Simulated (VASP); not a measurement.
PrScO:

```
Pr Sc O
1.0
     4.24167    0.00000    0.00000
    -2.12083    3.67339    0.00000
     0.00000    0.00000    7.60328
Pr Sc O
2 2 2
Direct
  0.00000 0.00000 0.00000
  0.00000 0.00000 0.50000
  0.33333 0.66667 0.75000
  0.66667 0.33333 0.25000
  0.66667 0.33333 0.75000
  0.33333 0.66667 0.25000
```

The cell was generated, and may not be a known phase.

- Program: VASP 6.6.1
- Task: relaxation of cell and atoms
- Functional: PBE
- Potentials or basis: VASP PAW PBE potentials, release 64 (Pr_3, Sc_sv, O), 4f in core
- Cutoff: 600 eV
- k mesh: 4 × 4 × 2
- Occupations: gaussian, width 0.2 eV
- Spin: no spin polarisation

At the start: pressure -4.6 GPa; volume 19.74 Å³/atom.

**Question.** Where does the relaxation end?

**Answer.** Over 9 steps the energy falls by 728.7 meV/atom and the volume is 21.04 Å³/atom (+6.5 %); space group P6_3/mmc (No. 194, to 0.1 Å) before and after.

Step by step:
```csv
step,energy change (eV),largest force (eV/Å),pressure (GPa),volume (Å³)
1,0.0000,0.0000,-4.59,118.47
2,-1.3639,0.0000,2.01,108.46
3,-1.7535,0.0000,10.82,100.98
4,-2.5838,0.0000,9.99,106.53
5,-4.2757,0.0000,4.86,119.95
6,-4.1635,0.0000,3.58,123.12
7,-4.2876,0.0000,4.37,121.00
8,-4.3359,0.0000,-2.22,129.89
9,-4.3719,0.0000,0.20,126.22
```

Final structure:
```yaml
crystal:
  lattice:
    - [3.54986, 0.00000, 0.00000]
    - [-1.77493, 3.07427, 0.00000]
    - [0.00000, 0.00000, 11.56601]
  atoms:
    - { symbol: Pr, position: [0.00000, 0.00000, 0.00000] }
    - { symbol: Pr, position: [0.00000, 0.00000, 0.50000] }
    - { symbol: Sc, position: [0.33333, 0.66667, 0.75000] }
    - { symbol: Sc, position: [0.66667, 0.33333, 0.25000] }
    - { symbol: O, position: [0.66667, 0.33333, 0.75000] }
    - { symbol: O, position: [0.33333, 0.66667, 0.25000] }
```

Caveat: the k points lie up to 0.51 Å⁻¹ apart in the final cell; a cell axis changed by over 15 % at a fixed basis, so the end point is rough.
